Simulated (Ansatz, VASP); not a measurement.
# Yb: VASP beside Ansatz

INCAR

```
SYSTEM = Yb
ALGO = Normal
EDIFF = 1E-6
ENCUT = 520
GGA = PS
ISIF = 2
ISMEAR = -1
ISPIN = 2
LASPH = .True.
LCHARG = .True.
LELF = .True.
LMAXMIX = 6
LORBIT = 11
LREAL = .False.
LVHAR = .True.
LWAVE = .False.
MAGMOM = 0.5 0.5
NBANDS = 35
NELM = 150
NUPDOWN = 1.0
PREC = Accurate
SIGMA = 0.05
```

The input KPOINTS:

```
k-points
0
Gamma
  7 7 4
  0 0 0
```

The input POSCAR:

```
Yb
1.0
    3.8799000000      0.0000000000      0.0000000000
   -1.9399500000      3.3600919641      0.0000000000
    0.0000000000      0.0000000000      6.3859000000
Yb
2
Direct
    0.6666666667      0.3333333333      0.7500000000
    0.3333333333      0.6666666667      0.2500000000
```

input.yaml

```yaml
crystal:
  lattice:
    - [3.8799, 0.0, 0.0]
    - [-1.93995, 3.3600919641, 0.0]
    - [0.0, 0.0, 6.3859]
  atoms:
    - { symbol: Yb, position: [0.6666666667, 0.3333333333, 0.75], spin: 0.5 }
    - { symbol: Yb, position: [0.3333333333, 0.6666666667, 0.25], spin: 0.5 }
hamiltonian:
  xc: pbesol
  pseudopotentials: { kind: paw }
magnetization:
  spin_polarized: true
  initial_magnetization: 1.0
  spin_locking: { lock_magnetization: hard }
kpoints:
  mp_grid: { grid: [7, 7, 4] }
scf:
  occupations: { method: fermi_dirac, width: 0.05 }
  lower_state_search: "off"
output:
  forces: true
  stress: true
  eigenvalues: true
```

Alike in both runs: task single point; functional PBEsol; k mesh 7 × 7 × 4; occupations fermi-dirac, width 0.05 eV; collinear spin; fixed moment 1 μB.

|  | VASP | Ansatz |
| --- | --- | --- |
| version | VASP 6.6.1 | Ansatz 0.2.0 |
| potentials or method | VASP PAW PBE potentials, release 64 (Yb) | Ansatz PAW |
| plane-wave cutoff (eV) | 520 | 420 |
| valence electrons in the cell | 48 | 48 |

VASP gave:

- pressure (GPa): -3.5
- traceless stress, the component that is largest in VASP (GPa): -0.02
- net moment per atom (μB): 0.50
- size of the moment on the site where the two differ most (μB): 0.24

**Question.** What did Ansatz give for the same quantities?

**Answer.** Pressure (GPa): -3.4; traceless stress, the component that is largest in VASP (GPa): -0.09; net moment per atom (μB): 0.50; size of the moment on the site where the two differ most (μB): 0.32.

VASP's potentials were made for PBE, not for PBEsol. Site moments also hang on the region over which each program counts them.

Spin-orbit coupling is off throughout.
